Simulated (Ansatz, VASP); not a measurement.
## One calculation of SiC5, two programs

```
CELL_PARAMETERS angstrom
3.29896 0.00000 0.00000
-1.64948 2.85699 0.00000
0.00000 0.00000 6.19738
ATOMIC_POSITIONS crystal
Si 0.00000 0.00000 0.50000
C 0.00000 0.00000 0.80284
C 0.00000 0.00000 0.19716
C 0.50000 0.00000 0.00000
C 0.00000 0.50000 0.00000
C 0.50000 0.50000 0.00000
```

Alike in both runs: functional PBE; k mesh 12 × 12 × 6; occupations gaussian, width 0.1 eV; no spin polarisation.

Ansatz relaxed the structure, and its values are those at the end. VASP's run is a single point on that final structure, the one shown.

```csv
,VASP,Ansatz
version,VASP 6.6.1,Ansatz 0.2.0
potentials or method,"VASP PAW PBE potentials, release 64 (Si, C), cutoff 520 eV","scalar-relativistic, plane waves, PAW"
valence electrons in the cell,24,24
```

VASP gave:

| Quantity | Value |
| --- | --- |
| gap on the k mesh at the Fermi level (eV) | none |
| pressure (GPa) | 0.0 |
| rms of the force components (eV/Å) | 0.002 |

Problem. What did Ansatz give for the same quantities?

Solution. gap on the k mesh at the Fermi level (eV): none; pressure (GPa): 0.0; rms of the force components (eV/Å): 0.003.

A gap of «none» marks a metal or a gap that the smearing closes.
